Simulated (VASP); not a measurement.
Set up this calculation in VASP 6.6.1, as the native input.

| Quantity | Value |
| --- | --- |
| Task | single point |
| Functional | r2SCAN |
| Potentials or basis | VASP PAW PBE potentials, release 64 (C) |
| Cutoff | 520 eV |
| k mesh | 12 × 12 × 12 |
| Occupations | gaussian, width 0.05 eV |
| Spin | no spin polarisation |
| Dipole correction | no |
| Further INCAR settings | ALGO = Normal; EDIFF = 1e-07; NBANDS = 11 |

Crystal: C.

```
CELL_PARAMETERS angstrom
0.00000 1.82465 1.69113
1.82465 0.00000 1.69113
1.82465 1.82465 0.00000
ATOMIC_POSITIONS crystal
C 0.50000 0.50000 0.50000
C 0.75000 0.75000 0.75000
```

This cell differs from its parent crystal: strain +0.025 along x and y, -0.050 along z.

One way to write it, as run:

POSCAR

```
C
1.0
    0.0000000000      1.8246452496      1.6911346216
    1.8246452496      0.0000000000      1.6911346216
    1.8246452496      1.8246452496      0.0000000000
C
2
Direct
    0.5000000000      0.5000000000      0.5000000000
    0.7500000000      0.7500000000      0.7500000000
```

INCAR.step1

```
SYSTEM = C
  ALGO = Normal
  EDIFF = 1E-4
  ENCUT = 520
  GGA = PE
  ISMEAR = 0
  LASPH = .True.
  LCHARG = .False.
  LREAL = .False.
  LWAVE = .True.
  NBANDS = 11
  NELM = 100
  PREC = Accurate
  SIGMA = 0.05
```

INCAR.step2

```
SYSTEM = C
  ALGO = Normal
  EDIFF = 1E-7
  ENCUT = 520
  ISIF = 2
  ISMEAR = 0
  ISTART = 1
  LASPH = .True.
  LCHARG = .True.
  LELF = .True.
  LMIXTAU = .True.
  LREAL = .False.
  LVHAR = .True.
  LWAVE = .False.
  METAGGA = R2SCAN
  NBANDS = 11
  NELM = 100
  PREC = Accurate
  SIGMA = 0.05
```

KPOINTS

```
k-points
0
Gamma
  12 12 12
  0 0 0
```

Potentials or basis: VASP PAW PBE potentials, release 64 (C).

Launch:

```bash
$ cat potpaw_PBE.64/C/POTCAR > POTCAR
$ cp INCAR.step1 INCAR
$ mpirun -np 1 vasp_std > vasp.out
$ cp INCAR.step2 INCAR
$ mpirun -np 1 vasp_std > vasp.out
```

Results of the run:

```
Pressure               : 2.2 GPa
Band gap on the k mesh : 2.40 eV, indirect (least direct gap 4.50 eV)
```

Caveat: the cell differs from its parent crystal (strain +0.025 along x and y, -0.050 along z); the PAW data sets were made with another functional, which shifts forces and pressure a little.

Run time: 34 s on 1 thread of Intel(R) Xeon(R) 6975P-C (Granite Rapids) (shared host), peak memory 0.12 GiB.
